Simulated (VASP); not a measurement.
# K4Mg3ZnF12 (P1) in VASP: relaxation of volume and atoms at fixed shape with PBEsol

Aim: the relaxation of volume and atoms at fixed shape of K4Mg3ZnF12 with PBEsol.

All numbers are computed with VASP 6.6.1; they aren't measurements. Logs are shortened: lines on timing, memory, paths and dates and some standing lists are left out, and cuts for length are marked.

## 1. The cell of the first run

The typed cell holds 40 atoms: a = 8.013 Å, b = 8.013 Å, c = 8.013 Å, α = 90.00°, β = 90.00°, γ = 90.00°.

## 2. Relaxation of volume and atoms at fixed shape, PBEsol

The input, INCAR:

```
PREC = Accurate
ENCUT = 600
EDIFF = 1E-6
ISMEAR = -1
SIGMA = 0.05
LREAL = Auto
LASPH = T
NELM = 60
ALGO = Normal
ISIF = 8
LWAVE = F
LCHARG = F
GGA = PS
IBRION = 2
NSW = 100
EDIFFG = -0.03
ISYM = 0
```

The input, KPOINTS:

```
Automatic mesh
0
Gamma
  1 1 1
  0.25 0.25 0.25
```

The input, POSCAR:

```
K4Mg3ZnF12
1.0
    8.0130390000      0.0000000000      0.0000000000
    0.0000000000      8.0130390000      0.0000000000
    0.0000000000      0.0000000000      8.0130390000
K Mg Zn F
8 6 2 24
Direct
    0.9953220000      0.9996380000      0.0013840000
    0.9993830000      0.0034530000      0.5003780000
    0.9991940000      0.4982960000      0.0024550000
    0.9977370000      0.4975340000      0.5029840000
    0.5045050000      0.0014440000      0.0026790000
    0.4997820000      0.0028470000      0.5001690000
    0.5003190000      0.5029400000      0.0017910000
    0.4973740000      0.5007550000      0.4984670000
    0.2515240000      0.2526300000      0.2494440000
    0.2467140000      0.2524240000      0.7517080000
    0.2502890000      0.7455570000      0.2483680000
    0.2469180000      0.7491500000      0.7508420000
    0.7501010000      0.2500750000      0.7523320000
    0.7506910000      0.7484540000      0.2480960000
    0.7478480000      0.2423750000      0.2492970000
    0.7482260000      0.7524180000      0.7503500000
    0.2437800000      0.2501610000      0.9989150000
    0.2546770000      0.2494130000      0.5014070000
    0.2508160000      0.7464300000      0.0004810000
    0.2501130000      0.7516380000      0.5013660000
    0.7476680000      0.2518310000      0.0038180000
    0.7529570000      0.2528330000      0.4972140000
    0.7478360000      0.7513330000      0.0007650000
    0.7512300000      0.7531420000      0.5006790000
    0.0000210000      0.2495860000      0.2489780000
    0.9997710000      0.2466680000      0.7526500000
    0.9980860000      0.7528790000      0.2502130000
    0.9977090000      0.7516250000      0.7503620000
    0.4999220000      0.2484620000      0.2461770000
    0.4965650000      0.2495860000      0.7475100000
    0.5016020000      0.7508750000      0.2513890000
    0.5044300000      0.7510130000      0.7498320000
    0.2491490000      0.9961310000      0.2554380000
    0.2529690000      0.9960200000      0.7496960000
    0.2498880000      0.5055230000      0.2449640000
    0.2481180000      0.5038360000      0.7535840000
    0.7497630000      0.0032540000      0.2517350000
    0.7439210000      0.0001120000      0.7505420000
    0.7520160000      0.4972930000      0.2498230000
    0.7546920000      0.4991100000      0.7465330000
```

Potentials or basis: VASP PAW PBE potentials, release 64 (K_sv, Mg, Zn, F).

Run with:

```bash
$ cat potpaw_PBE.64/K_sv/POTCAR potpaw_PBE.64/Mg/POTCAR potpaw_PBE.64/Zn/POTCAR potpaw_PBE.64/F/POTCAR > POTCAR
$ mpirun -np 1 vasp_std > vasp.out
```

OUTCAR:

```text
PREC = Accurate
   ENCUT = 600
   EDIFF = 1E-6
   ISMEAR = -1
   LREAL = Auto
   LASPH = T
   NELM = 60
   ISIF = 8
   GGA = PS
   IBRION = 2
   NSW = 100
   EDIFFG = -0.03
   ISYM = 0

 ion  position               nearest neighbor table
   1  0.995  1.000  0.001-  27 2.81  23 2.81  26 2.81  37 2.81  25 2.82  17 2.83  28 2.83  21 2.83
                            38 2.85  15 3.41  14 3.44  13 3.45  12 3.48  10 3.49  11 3.50   9 3.50
   2  0.999  0.003  0.500-  33 2.80  26 2.81  22 2.81  25 2.82  37 2.82  24 2.82  27 2.84  18 2.84
                            28 2.84  20 2.85  34 2.85  10 3.46  13 3.46   9 3.48  12 3.48  14 3.50
   3  0.999  0.498  0.002-  17 2.79  35 2.80  39 2.80  25 2.81  36 2.82  21 2.82  19 2.83  40 2.84
                            26 2.84  27 2.85  23 2.86  10 3.44  11 3.44  14 3.44   9 3.45  13 3.46
   4  0.998  0.498  0.503-  40 2.76  22 2.77  39 2.83  26 2.84  36 2.84  28 2.84  25 2.84  24 2.85
                            10 3.44  13 3.44  12 3.46   9 3.48  14 3.48  11 3.49
   5  0.505  0.001  0.003-  29 2.78  38 2.79  23 2.80  21 2.80  37 2.80  31 2.83  32 2.85  30 2.85
                            15 3.38  13 3.44  14 3.45   9 3.47  11 3.50  10 3.52  12 3.52
   6  0.500  0.003  0.500-  18 2.79  30 2.80  38 2.80  33 2.81  34 2.81  37 2.82  29 2.83  31 2.84
                            20 2.84  24 2.84  32 2.84  22 2.85  15 3.42   9 3.46  13 3.47  10 3.49
   7  0.500  0.503  0.002-  19 2.79  35 2.80  23 2.81  31 2.82  21 2.82  29 2.83  39 2.83  32 2.83
                            36 2.84  11 3.42  14 3.43   9 3.45  12 3.47  13 3.48  10 3.49
   8  0.497  0.501  0.498-  18 2.80  31 2.82  20 2.82  30 2.83  35 2.84  32 2.84  39 2.85  22 2.85
                            36 2.86  11 3.43   9 3.44  12 3.48  14 3.48  10 3.48  13 3.50
   9  0.252  0.253  0.249-  29 1.99  17 2.01  25 2.02  18 2.02  35 2.03  33 2.06   8 3.44   3 3.45
                             7 3.45   6 3.46   5 3.47   2 3.48   4 3.48   1 3.50
  10  0.247  0.252  0.752-  26 1.98  17 1.98  30 2.00  18 2.01  36 2.01  34 2.06   4 3.44   3 3.44
                             2 3.46   8 3.48   1 3.49   6 3.49   7 3.49   5 3.52
  11  0.250  0.746  0.248-  35 1.92  19 1.99  33 2.01  31 2.01  27 2.02  20 2.03   7 3.42   8 3.43
                             3 3.44   4 3.49   5 3.50   1 3.50   6 3.51   2 3.52
[... 16 lines left out ...]
  24  0.751  0.753  0.501-  16 2.00  14 2.02   2 2.82   6 2.84   4 2.85
  25  0.000  0.250  0.249-   9 2.02  15 2.02   3 2.81   2 2.82   1 2.82   4 2.84
  26  1.000  0.247  0.753-  10 1.98  13 2.00   2 2.81   1 2.81   4 2.84   3 2.84
  27  0.998  0.753  0.250-  14 1.98  11 2.02   1 2.81   2 2.84   3 2.85
  28  0.998  0.752  0.750-  12 2.00  16 2.00   1 2.83   4 2.84   2 2.84
  29  0.500  0.248  0.246-  15 1.99   9 1.99   5 2.78   7 2.83   6 2.83
  30  0.497  0.250  0.748-  10 2.00  13 2.03   6 2.80   8 2.83   5 2.85
  31  0.502  0.751  0.251-  14 2.00  11 2.01   8 2.82   7 2.82   5 2.83   6 2.84
  32  0.504  0.751  0.750-  16 1.95  12 2.06   7 2.83   6 2.84   8 2.84   5 2.85
  33  0.249  0.996  0.255-  11 2.01   9 2.06   2 2.80   6 2.81
  34  0.253  0.996  0.750-  12 1.98  10 2.06   6 2.81   2 2.85
  35  0.250  0.506  0.245-  11 1.92   9 2.03   3 2.80   7 2.80   8 2.84
  36  0.248  0.504  0.754-  12 1.97  10 2.01   3 2.82   7 2.84   4 2.84   8 2.86
  37  0.750  0.003  0.252-  15 1.92  14 2.04   5 2.80   1 2.81   2 2.82   6 2.82
  38  0.744  0.000  0.751-  16 1.99  13 2.00   5 2.79   6 2.80   1 2.85
  39  0.752  0.497  0.250-  14 2.01  15 2.04   3 2.80   4 2.83   7 2.83   8 2.85
  40  0.755  0.499  0.747-  13 2.00  16 2.03   4 2.76   3 2.84

IMPORTANT INFORMATION: All symmetrisations will be switched off!
NOSYMM: (Re-)initialisation of all symmetry stuff for point group C_1.

----------------------------------------------------------------------------------------

                                     Primitive cell

  volume of cell :     514.5076

  direct lattice vectors                    reciprocal lattice vectors
     8.013039000  0.000000000  0.000000000     0.124796597  0.000000000  0.000000000
     0.000000000  8.013039000  0.000000000     0.000000000  0.124796597  0.000000000
     0.000000000  0.000000000  8.013039000     0.000000000  0.000000000  0.124796597

  length of vectors
     8.013039000  8.013039000  8.013039000     0.124796597  0.124796597  0.124796597

  position of ions in fractional coordinates (direct lattice)
     0.995322000  0.999638000  0.001384000
     0.999383000  0.003453000  0.500378000
     0.999194000  0.498296000  0.002455000
     0.997737000  0.497534000  0.502984000
     0.504505000  0.001444000  0.002679000
     0.499782000  0.002847000  0.500169000
[... 32 lines left out ...]
     0.752016000  0.497293000  0.249823000
     0.754692000  0.499110000  0.746533000

  ion indices of the primitive-cell ions
   primitive index   ion index
                 1           1
                 2           2
                 3           3
                 4           4
                 5           5
                 6           6
[... 32 lines left out ...]
                39          39
                40          40

----------------------------------------------------------------------------------------

 KPOINTS: Automatic mesh

Automatic generation of k-mesh.
 Grid dimensions read from file:
 generate k-points for:    1    1    1

 Generating k-lattice:

  Cartesian coordinates                     Fractional coordinates (reciprocal lattice)
     0.124796597  0.000000000  0.000000000     1.000000000  0.000000000  0.000000000
     0.000000000  0.124796597  0.000000000     0.000000000  1.000000000  0.000000000
     0.000000000  0.000000000  0.124796597     0.000000000  0.000000000  1.000000000

  Length of vectors
     0.124796597  0.124796597  0.124796597

  Shift w.r.t. Gamma in fractional coordinates (k-lattice)
     0.250000000  0.250000000  0.250000000

 Subroutine IBZKPT returns following result:
 ===========================================

 Found      4 irreducible k-points:

 Following reciprocal coordinates:
            Coordinates               Weight
  0.250000  0.250000  0.250000      2.000000
 -0.250000  0.250000  0.250000      2.000000
 -0.250000 -0.250000  0.250000      2.000000
  0.250000 -0.250000  0.250000      2.000000
   k-points           NKPTS =      4   k-points in BZ     NKDIM =      4   number of bands    NBANDS=    165
   number of dos      NEDOS =    301   number of ions     NIONS =     40
   total plane-waves  NPLWV = 262144
   dimension x,y,z NGX =    64 NGY =   64 NGZ =   64
   dimension x,y,z NGXF=   128 NGYF=  128 NGZF=  128
   ions per type =               8   6   2  24
   NGX,Y,Z   is equivalent  to a cutoff of  13.28, 13.28, 13.28 a.u.
   NGXF,Y,Z  is equivalent  to a cutoff of  26.56, 26.56, 26.56 a.u.
 SYSTEM =  unknown system
   PREC   = accura    normal or accurate (medium, high low for compatibility)
   ISTART =      0    job   : 0-new  1-cont  2-samecut
   ICHARG =      2    charge: 1-file 2-atom 10-const
   ISPIN  =      1    spin polarized calculation?
   LNONCOLLINEAR =      F non collinear calculations
   LSORBIT =      F    spin-orbit coupling
   LASPH  =      T    aspherical Exc in radial PAW
   ENCUT  =  600.0 eV  44.10 Ry    6.64 a.u.  16.00 16.00 16.00*2*pi/ulx,y,z
   NELM   =     60;   NELMIN=  2; NELMDL= -5     # of ELM steps
   EDIFF  = 0.1E-05   stopping-criterion for ELM
   LREAL  =      T    real-space projection
   EDIFFG = -.3E-01   stopping-criterion for IOM
   NSW    =    100    number of steps for IOM
   IBRION =      2    ionic relax: 0-MD 1-quasi-New 2-CG
   NFREE  =      1    steps in history (QN), initial steepest desc. (CG)
   ISIF   =      8    stress and relaxation
   ISYM   =      0    0-nonsym 1-usesym 2-fastsym
   POTIM  = 0.5000    time-step for ionic-motion
   TEBEG  =    0.0;   TEEND  =   0.0 temperature during run
   PSTRESS=    0.0 pullay stress
   NELECT =     276.0000    total number of electrons
   NUPDOWN=      -1.0000    fix difference up-down
   EMIN   =  10.00;   EMAX   =-10.00  energy-range for DOS
   EFERMI =   0.00;   METHOD = LEGACY
   ISMEAR =    -1;   SIGMA  =   0.05  broadening in eV -4-tet -1-fermi 0-gaus
   EFERMI_NEDOS =   21; number of points for ismear=-14 and -15
   IALGO  =     38    algorithm
   IMIX   =      4    mixing-type and parameters
     AMIX     =   0.40;   BMIX     =  1.00
     AMIX_MAG =   1.60;   BMIX_MAG =  1.00
  volume/ion in A,a.u.               =      12.86        86.80
  Fermi-wavevector in a.u.,A,eV,Ry     =   1.330191  2.513696 24.074251  1.769408
  Thomas-Fermi vector in A             =   2.459296
   LORBIT       =      0    0 simple, 1 ext, 2 COOP (PROOUT), +10 PAW based schemes
   GGA     = PS    functional components
   LHFCALC =     F    Hartree Fock is set to
   AEXX    =    0.0000 exact exchange contribution
   IVDW    =     0    specifies the selected vdW correction
   LEPSILON=     F    determine dielectric tensor
   LRPA    =     F    only Hartree local field effects (RPA)
 conjugate gradient relaxation of ions
 non-spin polarized calculation
  energy-cutoff  :      600.00
  volume of cell :      514.51
 maximum number of plane-waves:     17172
   NGX = 33   NGY = 33   NGZ = 33

--------------------------------------- Ionic step        1  -------------------------------------------

 number of electron     276.0000028 magnetization

 Free energy of the ion-electron system (eV)
  ---------------------------------------------------
  ext. energy  EPLUGINS =         0.00000000
  ---------------------------------------------------
  free energy    TOTEN  =      -193.96214938 eV

  energy without entropy =     -193.96214938  energy(sigma->0) =     -193.96214938

 E-fermi :   0.2222     XC(G=0):  -9.9752

 val. band max:       -1.0645750080   @ k =   0.2500   0.2500   0.2500
 cond. band min:       5.4587715994   @ k =  -0.2500  -0.2500   0.2500
 fundamental gap:      6.5233466074
 Fermi energy:         0.2222130524

 k-point     1 :       0.2500    0.2500    0.2500
  band No.  band energies     occupation
      1     -27.3842      2.00000
      2     -27.3677      2.00000
      3     -27.3610      2.00000
      4     -27.3414      2.00000
      5     -27.3382      2.00000
      6     -27.3222      2.00000
[... 1439 lines left out ...]
    149       8.7885      0.00000
    150       8.8034      0.00000
 [bands above 150 left out]

[... ionic steps 4 to 7 ...]

--------------------------------------- Ionic step        8  -------------------------------------------

 number of electron     276.0000105 magnetization

------------------------ aborting loop because EDIFF is reached ----------------------------------------

  FORCE on cell =-STRESS in cart. coord.  units (eV):
  Direction    XX          YY          ZZ          XY          YZ          ZX
  --------------------------------------------------------------------------------------
  -------------------------------------------------------------------------------------
  Total       -0.1759901     -0.1922407     -0.1697227     -0.0032395      0.0008159      0.0147643
  in kB       -0.5494455     -0.6001802     -0.5298784     -0.0101139      0.0025472      0.0460944
  external PRESSURE =      -0.5598347 kB  Pullay stress =       0.0000000 kB
[... 133 lines left out ...]
  energy  without entropy=     -194.2761775205  energy(sigma->0) =     -194.27617752

--------------------------------------- Ionic step       10  -------------------------------------------

 number of electron     276.0000105 magnetization

 Free energy of the ion-electron system (eV)
  ---------------------------------------------------
  ext. energy  EPLUGINS =         0.00000000
  ---------------------------------------------------
  free energy    TOTEN  =      -194.27735687 eV

  energy without entropy =     -194.27735687  energy(sigma->0) =     -194.27735687

 E-fermi :  -0.1439     XC(G=0):  -9.9981

 val. band max:       -1.3864539606   @ k =   0.2500   0.2500   0.2500
 cond. band min:       5.2922629409   @ k =  -0.2500   0.2500   0.2500
 fundamental gap:      6.6787169015
 Fermi energy:        -0.1439376399

 k-point     1 :       0.2500    0.2500    0.2500
  band No.  band energies     occupation
      1     -27.3217      2.00000
      2     -27.3074      2.00000
      3     -27.3016      2.00000
      4     -27.3000      2.00000
      5     -27.2922      2.00000
      6     -27.2870      2.00000
[... 669 lines left out ...]
  FREE ENERGIE OF THE ION-ELECTRON SYSTEM (eV)
  ---------------------------------------------------
  free  energy   TOTEN  =      -194.2773568686 eV

  energy  without entropy=     -194.2773568685  energy(sigma->0) =     -194.27735687

 reached required accuracy - stopping structural energy minimisation
```

Wall time 67 min (1 thread of Intel Xeon Platinum 8259CL at 2.50GHz (Skylake/Cascade Lake), shared host); peak memory 0.81 GiB.

Results:

```
Free energy                           : -194.2774 eV
Relaxed volume                        : 12.81 Å³/atom
Relaxed cell                          : a = 8.003 Å, b = 8.003 Å, c = 8.003 Å, α = 90.00°, β = 90.00°, γ = 90.00°
Space group after relaxing (to 0.1 Å) : P4/mmm (No. 123)
Energy gained by relaxing             : 7.9 meV/atom
Ionic steps                           : 10
Pressure after relaxing               : 0.0 GPa
Largest force after relaxing          : 0.022 eV/Å
Band gap on the k mesh                : 6.68 eV
```

Forces in eV/Å, atoms in the order of the input:
```
K    0.003  0.006  0.000
K   -0.009 -0.002 -0.005
K   -0.003  0.007 -0.003
K   -0.003  0.002 -0.009
K    0.004  0.002 -0.001
K    0.008 -0.003 -0.006
K    0.005 -0.009  0.005
K    0.010 -0.005  0.002
Mg   0.002  0.003  0.001
Mg  -0.006  0.009  0.002
Mg  -0.001 -0.007 -0.007
Mg  -0.008  0.001 -0.003
Mg  -0.003 -0.002  0.011
Mg  -0.001 -0.006 -0.008
Zn   0.000 -0.017  0.005
Zn  -0.004 -0.002  0.003
F    0.003  0.014 -0.001
F    0.005 -0.021  0.003
F   -0.001 -0.013 -0.004
F    0.000  0.018 -0.001
F    0.013 -0.002  0.010
F   -0.006  0.001 -0.007
F    0.002  0.006 -0.001
F   -0.003  0.003  0.004
F    0.003  0.008 -0.008
F    0.006  0.013  0.004
F   -0.002  0.008  0.005
F   -0.004 -0.010 -0.002
F   -0.006  0.006  0.017
F   -0.008 -0.017 -0.005
F   -0.003  0.010 -0.002
F    0.009  0.008  0.004
F   -0.004  0.005  0.004
F    0.006  0.003 -0.009
F   -0.003  0.006 -0.009
F    0.000  0.004  0.009
F   -0.001  0.002 -0.002
F    0.006  0.003  0.000
F   -0.005 -0.021 -0.001
F    0.002 -0.009  0.005
```

Step by step:
| step | energy change (eV) | largest force (eV/Å) | pressure (GPa) | volume (Å³) |
| --- | --- | --- | --- | --- |
| 1 | 0.0000 | 1.2180 | 0.16 | 514.51 |
| 2 | -0.2669 | 0.2090 | -0.34 | 515.46 |
| 3 | -0.2717 | 0.2143 | -0.39 | 515.61 |
| 4 | -0.2935 | 0.1093 | -0.04 | 513.28 |
| 5 | -0.3003 | 0.0971 | 0.25 | 511.28 |
| 6 | -0.3084 | 0.0563 | 0.07 | 512.38 |
| 7 | -0.3110 | 0.0685 | -0.11 | 513.58 |
| 8 | -0.3136 | 0.0439 | -0.06 | 513.19 |
| 9 | -0.3140 | 0.0530 | -0.02 | 512.91 |
| 10 | -0.3152 | 0.0223 | 0.04 | 512.55 |

Final structure:
```
CELL_PARAMETERS angstrom
8.00287 0.00000 0.00000
0.00000 8.00287 0.00000
0.00000 0.00000 8.00287
ATOMIC_POSITIONS crystal
K 0.99925 0.99987 0.00043
K 0.99989 0.00031 0.50056
K 0.99965 0.49985 0.00059
K 0.99969 0.50013 0.50081
K 0.49957 0.00017 0.00046
K 0.49944 0.00039 0.50057
K 0.49955 0.50070 0.00009
K 0.49924 0.50047 0.50014
Mg 0.24962 0.24999 0.25026
Mg 0.24959 0.25003 0.75037
Mg 0.24975 0.75007 0.25058
Mg 0.24966 0.75009 0.75058
Mg 0.74950 0.25045 0.75006
Mg 0.74981 0.75047 0.25050
Zn 0.74960 0.25067 0.25012
Zn 0.74966 0.75042 0.75031
F 0.24906 0.24913 0.00022
F 0.24972 0.25118 0.50042
F 0.25017 0.75092 0.00069
F 0.24928 0.74908 0.50043
F 0.74930 0.25087 0.99679
F 0.74946 0.25016 0.50348
F 0.74918 0.74993 0.00362
F 0.75029 0.75061 0.49714
F 0.00299 0.24965 0.25077
F 0.99971 0.24829 0.74998
F 0.00013 0.75003 0.24989
F 0.00314 0.75224 0.75107
F 0.49627 0.25003 0.24934
F 0.49924 0.25235 0.75046
F 0.49947 0.74972 0.25094
F 0.49601 0.74848 0.74984
F 0.25000 0.99986 0.25107
F 0.25083 0.00024 0.75007
F 0.24973 0.50006 0.25007
F 0.24786 0.49993 0.75094
F 0.74963 0.99714 0.25020
F 0.74741 0.00358 0.75055
F 0.75008 0.50386 0.25059
F 0.75116 0.49732 0.74982
```

Caveat: the PAW data sets were made with another functional, which shifts forces and pressure a little; a shifted mesh leaves out Γ, where band edges can lie. A k mesh can miss the band edges.
